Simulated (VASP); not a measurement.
Input of a VASP 6.6.1 run:

Contents of INCAR:

```
SYSTEM = MgO
PREC = Accurate
ENCUT = 600
EDIFF = 1E-6
ISMEAR = 0
SIGMA = 0.01
LREAL = .FALSE.
LASPH = .TRUE.
NELM = 120
ALGO = Normal
ISIF = 2
LWAVE = .FALSE.
LCHARG = .FALSE.
NBANDS = 11
GGA_COMPAT = .FALSE.
```

File KPOINTS:

```
regular mesh
0
G
  12 12 12
  0 0 0
```

POSCAR

```
MgO
1.0
    2.2315829953      0.0000000000      0.0000000000
    0.0000000000      2.2315829953      0.0000000000
    0.0000000000      0.0000000000      2.2315829953
Mg O
1 1
Direct
    0.0000000000      0.0000000000      0.0000000000
    0.5000000000      0.5000000000      0.5000000000
```

Potentials or basis: VASP PAW LDA potentials, release 64 (Mg, O).

Command:

```console
$ cat potpaw_LDA.64/Mg/POTCAR potpaw_LDA.64/O/POTCAR > POTCAR
$ mpirun -np 1 vasp_std > vasp.out
```

Question: Predict the pressure.

Answer: 187.1 GPa.

Question: Estimate the band gap on the k mesh.

Answer: 6.46 eV, direct.

 A k mesh can miss the band edges.
